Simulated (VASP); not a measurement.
# MgPtBr4 (C2/m) in VASP: single point with r2SCAN+rVV10

Aim: the single point of MgPtBr4 with r2SCAN+rVV10.

Program: VASP 6.6.1. These are calculated values, not measurements. Logs are shortened: lines on timing, memory, paths and dates and some standing lists are left out, and cuts for length are marked.

## 1. The cell of the first run

The structure is monoclinic, space group C2/m (No. 12). Conventional cell: a = 13.490 Å, b = 3.961 Å, c = 6.394 Å, α = 90.00°, β = 116.27°, γ = 90.00°. Mg (site symmetry 2/m) has 6 Br at 2.58 to 2.72 Å within 3.4 Å. Pt (site symmetry 2/m) has 6 Br at 2.47 to 2.75 Å within 3.3 Å. Within 3.4 Å of Br (site symmetry m) lie 1 Mg at 2.58 Å and 2 Pt at 2.75 Å. Within 3.3 Å of Br (site symmetry m) lie 1 Pt at 2.47 Å and 2 Mg at 2.72 Å.

## 2. Single point, r2SCAN+rVV10

POSCAR

```
MgPtBr4
1.0
    6.7432786858     -1.9803804148      0.1611608444
    6.7432786858      1.9803804148      0.1611608444
   -2.9667084202      0.0000000000      5.6644821066
Mg Pt Br
1 1 4
Direct
    0.5000000000      0.5000000000      0.5000000000
    0.0000000000      0.0000000000      0.0000000000
    0.6277634993      0.6277634993      0.2959996641
    0.1184490566      0.1184490566      0.7955555109
    0.3722365007      0.3722365007      0.7040003359
    0.8815509434      0.8815509434      0.2044444891
```

INCAR.step1

```
PREC = Accurate
ENCUT = 520
ISMEAR = -1
SIGMA = 0.03
LREAL = False
LASPH = True
NELM = 100
NBANDS = 29
GGA = PE
ALGO = Normal
EDIFF = 1E-4
LWAVE = True
LCHARG = False
```

INCAR.step2

```
PREC = Accurate
ENCUT = 520
EDIFF = 1E-6
ISMEAR = -1
SIGMA = 0.03
LREAL = False
LASPH = True
NELM = 100
ALGO = Normal
ISIF = 2
LWAVE = False
LCHARG = False
METAGGA = R2SCAN
LMIXTAU = True
LUSE_VDW = True
IVDW_NL = 2
BPARAM = 11.95
CPARAM = 0.0093
NBANDS = 29
ISTART = 1
```

KPOINTS

```
regular mesh
0
Gamma
  6 6 4
```

Potentials or basis: VASP PAW PBE potentials, release 64 (Mg, Pt, Br).

The run is started by

```
cat potpaw_PBE.64/Mg/POTCAR potpaw_PBE.64/Pt/POTCAR potpaw_PBE.64/Br/POTCAR > POTCAR
cp INCAR.step1 INCAR
mpirun -np 1 vasp_std > vasp.out
cp INCAR.step2 INCAR
mpirun -np 1 vasp_std > vasp.out
```

OUTCAR:

```text
PREC = Accurate
   ENCUT = 520
   EDIFF = 1E-6
   ISMEAR = -1
   LREAL = False
   LASPH = True
   NELM = 100
   ISIF = 2
   METAGGA = R2SCAN
   IVDW_NL = 2
   BPARAM = 11.95
   ISTART = 1

 ion  position               nearest neighbor table
   1  0.500  0.500  0.500-   3 2.58   5 2.58   4 2.72   4 2.72   6 2.72   6 2.72
   2  0.000  0.000  0.000-   4 2.47   6 2.47   3 2.75   3 2.75   5 2.75   5 2.75
   3  0.628  0.628  0.296-   1 2.58   2 2.75   2 2.75
   4  0.118  0.118  0.796-   2 2.47   1 2.72   1 2.72
   5  0.372  0.372  0.704-   1 2.58   2 2.75   2 2.75
   6  0.882  0.882  0.204-   2 2.47   1 2.72   1 2.72

  LATTYP: Found a base centered monoclinic cell.
 ALAT       =    13.4904084819
 B/A-ratio  =     0.2935982876
 C/A-ratio  =     0.4739923448
 COS(beta)  =    -0.4426598226

  Lattice vectors:

 A1 = (   6.7432786858,  -1.9803804148,   0.1611608444)
 A2 = (   6.7432786858,   1.9803804148,   0.1611608444)
 A3 = (  -2.9667084202,   0.0000000000,   5.6644821066)

Analysis of symmetry for initial positions (statically):
=====================================================================
 Subroutine PRICEL returns:
 Original cell was already a primitive cell.

 Routine SETGRP: Setting up the symmetry group for a
 base centered monoclinic supercell.

 Subroutine GETGRP returns: Found  4 space group operations
 (whereof  4 operations were pure point group operations)
 out of a pool of  4 trial point group operations.

The static configuration has the point symmetry C_2h.

Analysis of symmetry for dynamics (positions and initial velocities):
=====================================================================
 Subroutine PRICEL returns:
 Original cell was already a primitive cell.

 Routine SETGRP: Setting up the symmetry group for a
 base centered monoclinic supercell.

 Subroutine GETGRP returns: Found  4 space group operations
 (whereof  4 operations were pure point group operations)
 out of a pool of  4 trial point group operations.

The dynamic configuration has the point symmetry C_2h.

 Subroutine INISYM returns: Found  4 space group operations
 (whereof  4 operations are pure point group operations),
 and found     1 'primitive' translations

----------------------------------------------------------------------------------------

                                     Primitive cell

  volume of cell :     153.1836

  direct lattice vectors                    reciprocal lattice vectors
     6.743278686 -1.980380415  0.161160844     0.073231265 -0.252476744  0.038354047
     6.743278686  1.980380415  0.161160844     0.073231265  0.252476744  0.038354047
    -2.966708420  0.000000000  5.664482107    -0.004167023  0.000000000  0.174356215

  length of vectors
     7.029913715  7.029913715  6.394350349     0.265665876  0.265665876  0.174406003

  position of ions in fractional coordinates (direct lattice)
     0.500000000  0.500000000  0.500000000
     0.000000000  0.000000000  0.000000000
     0.627763499  0.627763499  0.295999664
     0.118449057  0.118449057  0.795555511
     0.372236501  0.372236501  0.704000336
     0.881550943  0.881550943  0.204444489

  ion indices of the primitive-cell ions
   primitive index   ion index
                 1           1
                 2           2
                 3           3
                 4           4
                 5           5
                 6           6

----------------------------------------------------------------------------------------

 KPOINTS: regular mesh

Automatic generation of k-mesh.
 Grid dimensions read from file:
 generate k-points for:    6    6    4

 Generating k-lattice:

  Cartesian coordinates                     Fractional coordinates (reciprocal lattice)
     0.012205211 -0.042079457  0.006392341     0.166666667 -0.000000000  0.000000000
     0.012205211  0.042079457  0.006392341    -0.000000000  0.166666667  0.000000000
    -0.001041756  0.000000000  0.043589054     0.000000000  0.000000000  0.250000000

  Length of vectors
     0.044277646  0.044277646  0.043601501

  Shift w.r.t. Gamma in fractional coordinates (k-lattice)
     0.000000000  0.000000000  0.000000000

 Subroutine IBZKPT returns following result:
 ===========================================

 Found     47 irreducible k-points:

 Following reciprocal coordinates:
            Coordinates               Weight
  0.000000  0.000000  0.000000      1.000000
  0.166667 -0.000000  0.000000      4.000000
  0.333333 -0.000000 -0.000000      4.000000
  0.500000  0.000000 -0.000000      2.000000
  0.166667  0.166667  0.000000      2.000000
  0.333333  0.166667 -0.000000      4.000000
[... 16 lines left out ...]
 -0.333333  0.166667  0.250000      4.000000
 -0.166667  0.166667  0.250000      4.000000
 [... further k-points ...]
   k-points           NKPTS =     47   k-points in BZ     NKDIM =     47   number of bands    NBANDS=     29
   number of dos      NEDOS =    301   number of ions     NIONS =      6
   total plane-waves  NPLWV = 139968
   dimension x,y,z NGX =    54 NGY =   54 NGZ =   48
   dimension x,y,z NGXF=   108 NGYF=  108 NGZF=   96
   ions per type =               1   1   4
   NGX,Y,Z   is equivalent  to a cutoff of  12.77, 12.77, 12.48 a.u.
   NGXF,Y,Z  is equivalent  to a cutoff of  25.54, 25.54, 24.96 a.u.
 SYSTEM =  unknown system
   PREC   = accura    normal or accurate (medium, high low for compatibility)
   ISTART =      1    job   : 0-new  1-cont  2-samecut
   ICHARG =      0    charge: 1-file 2-atom 10-const
   ISPIN  =      1    spin polarized calculation?
   LNONCOLLINEAR =      F non collinear calculations
   LSORBIT =      F    spin-orbit coupling
   LASPH  =      T    aspherical Exc in radial PAW
   ENCUT  =  520.0 eV  38.22 Ry    6.18 a.u.  13.07 13.07 11.89*2*pi/ulx,y,z
   NELM   =    100;   NELMIN=  2; NELMDL=  0     # of ELM steps
   EDIFF  = 0.1E-05   stopping-criterion for ELM
   LREAL  =      F    real-space projection
   EDIFFG = 0.1E-04   stopping-criterion for IOM
   NSW    =      0    number of steps for IOM
   IBRION =     -1    ionic relax: 0-MD 1-quasi-New 2-CG
   NFREE  =      0    steps in history (QN), initial steepest desc. (CG)
   ISIF   =      2    stress and relaxation
   ISYM   =      2    0-nonsym 1-usesym 2-fastsym
   POTIM  = 0.5000    time-step for ionic-motion
   TEBEG  =    0.0;   TEEND  =   0.0 temperature during run
   PSTRESS=    0.0 pullay stress
   NELECT =      40.0000    total number of electrons
   NUPDOWN=      -1.0000    fix difference up-down
   EMIN   =  10.00;   EMAX   =-10.00  energy-range for DOS
   EFERMI =   0.00;   METHOD = LEGACY
   ISMEAR =    -1;   SIGMA  =   0.03  broadening in eV -4-tet -1-fermi 0-gaus
   EFERMI_NEDOS =   21; number of points for ismear=-14 and -15
   IALGO  =     38    algorithm
   IMIX   =      4    mixing-type and parameters
     AMIX     =   0.40;   BMIX     =  1.00
     AMIX_MAG =   1.60;   BMIX_MAG =  1.00
  volume/ion in A,a.u.               =      25.53       172.29
  Fermi-wavevector in a.u.,A,eV,Ry     =   1.046383  1.977377 14.897259  1.094918
  Thomas-Fermi vector in A             =   2.181219
   LORBIT       =      0    0 simple, 1 ext, 2 COOP (PROOUT), +10 PAW based schemes
   METAGGA = R2SCAN    functional components
   LHFCALC =     F    Hartree Fock is set to
   AEXX    =    0.0000 exact exchange contribution
   IVDW_NL    =     2    kernel type
   BPARAM     =11.9500
   IVDW    =     0    specifies the selected vdW correction
   LEPSILON=     F    determine dielectric tensor
   LRPA    =     F    only Hartree local field effects (RPA)
 non-spin polarized calculation
  energy-cutoff  :      520.00
  volume of cell :      153.18
 maximum number of plane-waves:      4163
 NGX is ok and might be reduce to    54
   NGX = 27   NGY = 27   NGZ = 23

 number of electron      40.0000003 magnetization

 Free energy of the ion-electron system (eV)
  ---------------------------------------------------
  ext. energy  EPLUGINS =         0.00000000
  ---------------------------------------------------
  free energy    TOTEN  =      -112.48547176 eV

  energy without entropy =     -112.47420619  energy(sigma->0) =     -112.47983897

 E-fermi :   3.2328     XC(G=0):  -9.5400

 val. band max:        3.2296502529   @ k =   0.5000   0.1667   0.0000
 cond. band min:       3.2392943130   @ k =   0.5000   0.3333   0.5000
 fundamental gap:      0.0096440602
 Fermi energy:         3.2327797279

 k-point     1 :       0.0000    0.0000    0.0000
  band No.  band energies     occupation
      1     -14.0516      2.00000
      2     -13.3762      2.00000
      3     -12.9553      2.00000
      4     -12.7935      2.00000
      5      -3.6183      2.00000
      6      -3.3252      2.00000
[... 21 lines left out ...]
     28      10.0216      0.00000
     29      11.4907      0.00000

 k-point     2 :       0.1667   -0.0000    0.0000
  band No.  band energies     occupation
      1     -13.9602      2.00000
      2     -13.3545      2.00000
      3     -12.9340      2.00000
      4     -12.7951      2.00000
      5      -3.4882      2.00000
      6      -3.1417      2.00000
[... 21 lines left out ...]
     28      10.4373      0.00000
     29      10.5687      0.00000

 k-point     3 :       0.3333   -0.0000   -0.0000
  band No.  band energies     occupation
      1     -13.7531      2.00000
      2     -13.3140      2.00000
      3     -12.8971      2.00000
      4     -12.8057      2.00000
      5      -3.2580      2.00000
      6      -2.7538      2.00000
[... 21 lines left out ...]
     28      10.1820      0.00000
     29      10.5732      0.00000

 k-point     4 :       0.5000    0.0000   -0.0000
  band No.  band energies     occupation
      1     -13.6295      2.00000
      2     -13.2990      2.00000
      3     -12.8780      2.00000
      4     -12.8221      2.00000
      5      -3.1634      2.00000
      6      -2.7550      2.00000
[... 597 lines left out ...]
     28      10.5084      0.00000
     29      11.0040      0.00000

 k-point    23 :      -0.3333    0.1667    0.2500
  band No.  band energies     occupation
      1     -13.5820      2.00000
      2     -13.3469      2.00000
      3     -12.8713      2.00000
      4     -12.8279      2.00000
      5      -3.3878      2.00000
      6      -3.1868      2.00000
[... 21 lines left out ...]
     28      10.2415      0.00000
     29      10.9913      0.00000

 k-point    24 :      -0.1667    0.1667    0.2500
  band No.  band energies     occupation
      1     -13.7050      2.00000
      2     -13.3625      2.00000
      3     -12.8914      2.00000
      4     -12.8145      2.00000
      5      -3.3989      2.00000
      6      -3.0011      2.00000
[... 21 lines left out ...]
     28      10.4243      0.00000
     29      10.9827      0.00000

 [... further k-points ...]

------------------------ aborting loop because EDIFF is reached ----------------------------------------

  FORCE on cell =-STRESS in cart. coord.  units (eV):
  Direction    XX          YY          ZZ          XY          YZ          ZX
  --------------------------------------------------------------------------------------
  -------------------------------------------------------------------------------------
  Total        0.2421159      0.0059683      0.0503178      0.0000000      0.0000000     -0.1161876
  in kB        2.5323375      0.0624238      0.5262841      0.0000000      0.0000000     -1.2152292
  external PRESSURE =       1.0403485 kB  Pullay stress =       0.0000000 kB

 VOLUME and BASIS-vectors are now :
 -----------------------------------------------------------------------------
  energy-cutoff  :      520.00
  volume of cell :      153.18
      direct lattice vectors                 reciprocal lattice vectors
     6.743278686 -1.980380415  0.161160844     0.073231265 -0.252476744  0.038354047
     6.743278686  1.980380415  0.161160844     0.073231265  0.252476744  0.038354047
    -2.966708420  0.000000000  5.664482107    -0.004167023  0.000000000  0.174356215

 POSITION                                       TOTAL-FORCE (eV/Angst)
 -----------------------------------------------------------------------------------
      5.25992      0.00000      2.99340        -0.000000      0.000000      0.000000
      0.00000      0.00000      0.00000         0.000000      0.000000      0.000000
      7.58822      0.00000      1.87903        -0.008503      0.000000      0.019325
     -0.76271      0.00000      4.54459         0.055146      0.000000     -0.047262
      2.93163      0.00000      4.10778         0.008503      0.000000     -0.019325
     11.28256      0.00000      1.44222        -0.055146      0.000000      0.047262
 -----------------------------------------------------------------------------------
    total drift:                               -0.000000     -0.000000     -0.000000

  FREE ENERGIE OF THE ION-ELECTRON SYSTEM (eV)
  ---------------------------------------------------
  free  energy   TOTEN  =      -112.4854717614 eV

  energy  without entropy=     -112.4742061875  energy(sigma->0) =     -112.47983897
```

Run time: 22 min. Hardware: 1 thread of Intel Xeon Platinum 8259CL at 2.50GHz (Skylake/Cascade Lake), shared host; peak memory 1 GiB.

Results:

```
Free energy            : -112.4855 eV
Pressure               : 0.1 GPa
Largest force          : 0.073 eV/Å
Band gap on the k mesh : zero (bands 20 and 21 overlap by 0.27 eV)
```

Forces on the atoms (eV/Å):
```
Mg   0.000  0.000  0.000
Pt   0.000  0.000  0.000
Br  -0.009  0.000  0.019
Br   0.055  0.000 -0.047
Br   0.009  0.000 -0.019
Br  -0.055  0.000  0.047
```

Levels at points of the mesh, in eV from the Fermi level:
```csv
k point,band 17,band 18,band 19,band 20,band 21,band 22,band 23,band 24
"(0.00, 0.00, 0.00)",-2.40,-2.39,-2.01,-0.22,0.33,2.44,3.25,4.05
"(0.50, 0.00, 0.00)",-2.34,-2.03,-1.97,-0.32,0.17,4.17,4.51,5.91
"(0.50, 0.50, 0.00)",-2.44,-2.27,-1.93,0.06,0.53,3.21,3.89,4.14
"(0.00, 0.00, 0.50)",-2.46,-2.06,-2.02,0.06,0.28,4.17,4.23,4.68
"(0.50, 0.00, 0.50)",-2.52,-2.00,-1.97,-0.16,0.47,3.14,3.88,4.57
"(0.50, 0.50, 0.50)",-2.45,-2.00,-1.62,-0.46,-0.21,3.68,3.86,5.13
```

Caveat: the PAW data sets were made with another functional, which shifts forces and pressure a little; spin-orbit coupling is left out, which moves the levels of the heavy elements.
